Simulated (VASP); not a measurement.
A run of VASP 6.6.1 is set up as follows.

The input INCAR:

```
PREC = Accurate
ENCUT = 520
EDIFF = 1E-7
ISMEAR = -1
SIGMA = 0.02
LREAL = False
LASPH = True
NELM = 80
ALGO = Normal
ISIF = 2
LWAVE = False
LCHARG = False
GGA = PE
NBANDS = 16
```

KPOINTS

```
regular mesh
0
Gamma
  6 6 6
```

File POSCAR:

```
HgTe
1.0
    0.0000000000      3.3268548961      3.3268548961
    3.3268548961      0.0000000000      3.3268548961
    3.3268548961      3.3268548961      0.0000000000
Hg Te
1 1
Direct
    0.0000000000      0.0000000000      0.0000000000
    0.2500000000      0.2500000000      0.2500000000
```

Potentials or basis: VASP PAW PBE potentials, release 64 (Hg, Te).

Run with:

```bash
$ cat potpaw_PBE.64/Hg/POTCAR potpaw_PBE.64/Te/POTCAR > POTCAR
$ mpirun -np 1 vasp_std > vasp.out
```

(1) Estimate the pressure.

(2) Predict the band gap on the k mesh.

Answers

(1) 0.1 GPa.

(2) zero (filled and empty bands touch).

Caveat: semilocal functionals underestimate gaps, and a narrow one can read as zero; spin-orbit coupling is left out, which moves the levels of the heavy elements.
